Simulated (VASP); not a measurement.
A run of VASP 6.6.1 is set up as follows.

The input INCAR:

```
SYSTEM = SnPt3
PREC = Accurate
ENCUT = 520
EDIFF = 1E-8
ISMEAR = -1
SIGMA = 0.05
LREAL = .FALSE.
LASPH = .TRUE.
NELM = 60
ALGO = Normal
ISIF = 2
LWAVE = .FALSE.
LCHARG = .FALSE.
LEFG = .TRUE.
NBANDS = 30
```

Contents of KPOINTS:

```
regular mesh
0
G
  8 8 8
  0 0 0
```

File POSCAR:

```
SnPt3
1.0
    3.9183444349      0.0000000000      0.0000000000
    0.0000000000      3.9183444349      0.0000000000
    0.0000000000      0.0000000000      3.9183444349
Sn Pt
1 3
Direct
    0.0000000000      0.0000000000      0.0000000000
    0.0000000000      0.5000000000      0.5000000000
    0.5000000000      0.0000000000      0.5000000000
    0.5000000000      0.5000000000      0.0000000000
```

Potentials or basis: VASP PAW LDA potentials, release 64 (Sn_d, Pt).

Run with:

```bash
$ cat potpaw_LDA.64/Sn_d/POTCAR potpaw_LDA.64/Pt/POTCAR > POTCAR
$ mpirun -np 1 vasp_std > vasp.out
```

**Question.** Estimate the pressure.

**Answer.** 13.9 GPa.

**Question.** Predict the band gap on the k mesh.

**Answer.** Zero (band 22 reaches 13.22 eV, above the bottom of band 23 at 12.71 eV).

Electric field gradients, principal values (V/Å²):
| atom | least | middle | greatest (by size) |
| --- | --- | --- | --- |
| 1 Sn | 0.000 | 0.000 | 0.000 |
| 2 Pt | 79.705 | 79.705 | -159.410 |
| 3 Pt | 79.705 | 79.705 | -159.410 |
| 4 Pt | 79.705 | 79.705 | -159.410 |

Caveat: without QUAD_EFG the Cq values of the log hold for a quadrupole moment of 1 mb, not for the nuclei; spin-orbit coupling is left out, which moves the levels of the heavy elements.
